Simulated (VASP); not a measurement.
Write the native input for VASP 6.6.1 that does the following.

* Task: single point
* Functional: PBEsol
* Potentials or basis: VASP PAW PBE potentials, release 64 (Rh_pv)
* Cutoff: 520 eV
* k mesh: 12 × 12 × 7
* Occupations: gaussian, width 0.1 eV
* Spin: no spin polarisation
* Dipole correction: no
* Further INCAR settings: ALGO = Normal; EDIFF = 1e-07; NBANDS = 22

The structure of Rh lies in POSCAR:

```
Rh
1.0
    2.6846832595      0.0000000000      0.0000000000
   -1.3423416298      2.3250058137      0.0000000000
    0.0000000000      0.0000000000      4.3534163443
Rh
2
Direct
    0.6666666667      0.3333333333      0.7500000000
    0.3333333333      0.6666666667      0.2500000000
```

These files were run (other wordings do the same):

INCAR

```
PREC = Accurate
ENCUT = 520
EDIFF = 1E-7
ISMEAR = 0
SIGMA = 0.1
LREAL = False
LASPH = True
NELM = 60
ALGO = Normal
ISIF = 2
LWAVE = False
LCHARG = False
GGA = PS
NBANDS = 22
```

KPOINTS

```
regular mesh
0
Gamma
  12 12 7
```

Potentials or basis: VASP PAW PBE potentials, release 64 (Rh_pv).

Run with:

```sh
$ cat potpaw_PBE.64/Rh_pv/POTCAR > POTCAR
$ mpirun -np 1 vasp_std > vasp.out
```

It gave:

- Pressure: -0.9 GPa
- Band gap on the k mesh: zero (band 15 reaches 12.71 eV, above the bottom of band 16 at 10.23 eV)

Caveat: the PAW data sets were made with another functional, which shifts forces and pressure a little.

Wall time 21 s on 1 thread of AMD EPYC 9R45 96-Core Processor (Zen 5) (shared host), peak memory 0.13 GiB.
